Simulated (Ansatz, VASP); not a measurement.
One calculation of BeTe, two programs

```
Be Te
1.0
     0.00000    2.80238    2.80238
     2.80238    0.00000    2.80238
     2.80238    2.80238    0.00000
Be Te
1 1
Direct
  0.00000 0.00000 0.00000
  0.25000 0.25000 0.25000
```

Alike in both runs: functional PBEsol; k mesh 8 × 8 × 8; occupations gaussian, width 0.02 eV; no spin polarisation.

Ansatz relaxed the structure, and its values are those at the end. VASP's run is a single point on that final structure, the one shown.

|  | VASP | Ansatz |
| --- | --- | --- |
| version | VASP 6.6.1 | Ansatz 0.2.0 |
| potentials or method | VASP PAW PBE potentials, release 64 (Be, Te), cutoff 600 eV | scalar-relativistic, plane waves, PAW |
| valence electrons in the cell | 8 | 18 |

VASP gave:

```
gap on the k mesh at the Fermi level (eV) : 1.82
least direct gap on the mesh (eV)         : 3.59
pressure (GPa)                            : 0.3
```

Question: Estimate Ansatz's values.

Answer: gap on the k mesh at the Fermi level (eV): 1.84; least direct gap on the mesh (eV): 3.61; pressure (GPa): 0.0.

VASP's potentials were made for PBE, not for PBEsol. VASP's potentials hold 8 valence electrons a cell and Ansatz's 18, so a difference there can come from the potentials and not from the codes.

Neither program's run includes spin-orbit coupling.
